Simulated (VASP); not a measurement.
Y3AlN4:

```xyz
8
Lattice="-2.5199 2.5199 5.0398 2.5199 -2.5199 5.0398 2.5199 2.5199 -5.0398" Properties=species:S:1:pos:R:3 pbc="T T T"
Y     0.0000    2.5199    2.5199
Y     2.5199    0.0000    2.5199
Y     0.0000    0.0000    5.0398
Al    0.0000    0.0000    0.0000
N     0.0000    2.5199    0.0000
N     2.5199    0.0000    0.0000
N     0.0000    0.0000    2.5199
N     0.0000    0.0000    7.5597
```

* Program: VASP 6.6.1
* Task: relaxation of cell and atoms
* Functional: PBE
* Potentials or basis: VASP PAW PBE potentials, release 64 (Y_sv, Al, N)
* Cutoff: 600 eV
* k mesh: 6 × 6 × 6
* Occupations: gaussian, width 0.1 eV
* Spin: no spin polarisation

At the start: pressure -18.9 GPa; volume 16.00 Å³/atom.

How do energy, volume and symmetry change on relaxing?

Over 12 steps the energy falls by 192.9 meV/atom and the volume is 13.47 Å³/atom (-15.8 %); space group I4/mmm (No. 139, to 0.1 Å) before and after.

Step by step:
```csv
step,energy change (eV),largest force (eV/Å),pressure (GPa),volume (Å³)
1,0.0000,0.3098,-18.91,128.01
2,-0.4622,1.3778,25.80,96.12
3,-1.3445,0.8497,-0.26,108.71
4,-1.3448,0.8625,0.33,108.34
5,-1.4119,0.7282,0.42,108.03
6,-1.5310,0.2459,1.28,107.08
7,-1.5340,0.0479,1.73,106.80
8,-1.5351,0.1196,1.56,106.89
9,-1.5195,0.0727,-3.28,109.97
10,-1.5423,0.0445,-0.27,107.99
11,-1.5423,0.0453,-0.20,107.97
12,-1.5431,0.0160,0.03,107.75
```

Final structure:
```
CELL_PARAMETERS angstrom
-2.40591 2.40591 4.65358
2.40591 -2.40591 4.65358
2.40591 2.40591 -4.65358
ATOMIC_POSITIONS crystal
Y 0.75000 0.25000 0.50000
Y 0.25000 0.75000 0.50000
Y 0.50000 0.50000 0.00000
Al 0.00000 0.00000 0.00000
N 0.50000 0.00000 0.50000
N 0.00000 0.50000 0.50000
N 0.22913 0.22913 0.00000
N 0.77087 0.77087 0.00000
```

Caveat: the volume moved by over 15 % at a fixed basis, so the end points are rough.
